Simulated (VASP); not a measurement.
## MoSe3: single point with PBE

Crystal: MoSe3.

```xyz
4
Lattice="6.7913 0.0000 0.0000 -3.3956 5.8814 0.0000 0.0000 0.0000 3.0046" Properties=species:S:1:pos:R:3 pbc="T T T"
Mo    0.0000    0.0000    0.0000
Se    2.0028    0.0000    1.5023
Se   -1.0014    1.7345    1.5023
Se    2.3942    4.1469    1.5023
```

| Property | Result |
| --- | --- |
| Program | VASP 6.6.1 |
| Task | single point |
| Functional | PBE |
| Potentials or basis | VASP PAW PBE potentials, release 64 (Mo_sv, Se) |
| Cutoff | 500 eV |
| k mesh | 6 × 6 × 12 |
| Occupations | gaussian, width 0.1 eV |
| Spin | no spin polarisation |
| Dipole correction | no |
| Further INCAR settings | ALGO = Normal; EDIFF = 1e-06; NBANDS = 24 |

- Pressure: 0.1 GPa
- Largest force: 0.027 eV/Å
- Band gap on the k mesh: zero (bands 16 and 17 overlap by 0.15 eV)

Forces in eV/Å, atoms in the order of the input:
```
Mo   0.000  0.000  0.000
Se   0.027  0.000  0.000
Se  -0.013  0.023  0.000
Se  -0.013 -0.023  0.000
```

Stress tensor (GPa, compression positive):
```
0.01 0.00 0.00
0.00 0.01 0.00
0.00 0.00 0.13
```

Levels at points of the mesh, in eV from the Fermi level:
| k point | band 12 | band 13 | band 14 | band 15 | band 16 | band 17 | band 18 | band 19 | band 20 | band 21 |
| --- | --- | --- | --- | --- | --- | --- | --- | --- | --- | --- |
| (0.00, 0.00, 0.00) | -2.50 | -2.12 | -1.54 | -1.45 | -1.45 | 1.42 | 1.90 | 1.90 | 3.90 | 3.90 |
| (0.50, 0.00, 0.00) | -2.33 | -1.57 | -1.47 | -1.46 | -1.30 | 1.35 | 1.36 | 1.51 | 3.85 | 3.88 |
| (0.00, 0.00, 0.50) | -3.99 | -2.60 | -0.51 | -0.39 | -0.39 | 0.14 | 0.14 | 1.90 | 3.69 | 3.69 |
| (0.50, 0.00, 0.50) | -3.84 | -2.50 | -1.06 | -0.75 | -0.16 | 0.05 | 0.12 | 1.94 | 3.64 | 4.13 |

Wall time 77 s on 1 thread of AMD EPYC 9R45 96-Core Processor (Zen 5), on a shared host, peak memory 0.27 GiB.
